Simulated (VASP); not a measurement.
Here is a VASP 6.6.1 calculation.

File INCAR:

```
  ALGO = Normal
  EDIFF = 1E-6
  ENCUT = 520
  GGA = PS
  ISIF = 2
  ISMEAR = -1
  LASPH = T
  LCHARG = F
  LREAL = F
  LWAVE = F
  NBANDS = 11
  NELM = 100
  PREC = Accurate
  SIGMA = 0.05
```

Contents of KPOINTS:

```
k-points
0
Gamma
  10 10 10
```

POSCAR

```
Ba
1.0
   -2.5165567739      2.5165567739      2.5165567739
    2.5165567739     -2.5165567739      2.5165567739
    2.5165567739      2.5165567739     -2.5165567739
Ba
1
Direct
    0.0000000000      0.0000000000      0.0000000000
```

Potentials or basis: VASP PAW PBE potentials, release 64 (Ba_sv).

Launch:

```console
$ cat potpaw_PBE.64/Ba_sv/POTCAR > POTCAR
$ mpirun -np 1 vasp_std > vasp.out
```

(1) Estimate the pressure.

(2) Predict the band gap on the k mesh.

Results:

(1) -0.7 GPa.

(2) zero (band 5 reaches 1.81 eV, above the bottom of band 6 at 0.98 eV).

Caveat: the PAW data sets were made with another functional, which shifts forces and pressure a little; spin-orbit coupling is left out, which moves the levels of the heavy elements.
